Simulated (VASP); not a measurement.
Write the native input for VASP 6.6.1 that does the following.

- Task: single point
- Functional: r2SCAN
- Potentials or basis: VASP PAW PBE potentials, release 64 (Rb_sv, Br)
- Cutoff: 520 eV
- k mesh: 6 × 6 × 6
- Occupations: gaussian, width 0.01 eV
- Spin: no spin polarisation
- Dipole correction: no
- Further INCAR settings: ALGO = Normal; EDIFF = 1e-06; NBANDS = 15

Crystal: RbBr.

```xyz
2
Lattice="0.0000 3.4608 3.3570 3.4608 0.0000 3.3570 3.4608 3.4608 0.0000" Properties=species:S:1:pos:R:3 pbc="T T T"
Rb    0.0000    0.0000    0.0000
Br    3.4608    3.4608    3.3570
```

This cell differs from its parent crystal: uniaxial z strain -3.0%.

These files were run (other wordings do the same):

POSCAR

```
RbBr
1.0
    0.0000000000      3.4608258933      3.3570011165
    3.4608258933      0.0000000000      3.3570011165
    3.4608258933      3.4608258933      0.0000000000
Rb Br
1 1
Direct
    0.0000000000      0.0000000000      0.0000000000
    0.5000000000      0.5000000000      0.5000000000
```

INCAR.step1

```
ALGO     = Normal         # electronic algorithm
EDIFF    = 1E-4           # SCF threshold, eV
ENCUT    = 520            # plane-wave cutoff, eV
GGA      = PE             # functional
ISMEAR   = 0              # smearing method
LASPH    = T              # aspherical terms in the spheres
LCHARG   = F              # write CHGCAR
LREAL    = F              # projectors in reciprocal space
LWAVE    = T              # write WAVECAR
NBANDS   = 15             # bands
NELM     = 60             # most SCF steps
PREC     = Accurate       # precision mode
SIGMA    = 0.01           # smearing width, eV
```

INCAR.step2

```
ALGO     = Normal         # electronic algorithm
EDIFF    = 1E-6           # SCF threshold, eV
ENCUT    = 520            # plane-wave cutoff, eV
ISIF     = 2              # what is computed and relaxed
ISMEAR   = 0              # smearing method
ISTART   = 1            
LASPH    = T              # aspherical terms in the spheres
LCHARG   = T              # write CHGCAR
LELF     = T              # ELF
LMIXTAU  = T            
LREAL    = F              # projectors in reciprocal space
LVHAR    = T            
LWAVE    = F              # write WAVECAR
METAGGA  = R2SCAN         # meta-GGA
NBANDS   = 15             # bands
NELM     = 60             # most SCF steps
PREC     = Accurate       # precision mode
SIGMA    = 0.01           # smearing width, eV
```

KPOINTS

```
k-points
0
Gamma
  6 6 6
```

Potentials or basis: VASP PAW PBE potentials, release 64 (Rb_sv, Br).

Launch:

```console
$ cat potpaw_PBE.64/Rb_sv/POTCAR potpaw_PBE.64/Br/POTCAR > POTCAR
$ cp INCAR.step1 INCAR
$ mpirun -np 1 vasp_std > vasp.out
$ cp INCAR.step2 INCAR
$ mpirun -np 1 vasp_std > vasp.out
```

Results of the run:

- Pressure: 0.6 GPa
- Band gap on the k mesh: 4.94 eV

Caveat: the cell differs from its parent crystal (uniaxial z strain -3.0%); the PAW data sets were made with another functional, which shifts forces and pressure a little.

Run time: 2.3 min on 1 thread of Intel(R) Xeon(R) Platinum 8488C (Sapphire Rapids) (shared host), peak memory 0.23 GiB.
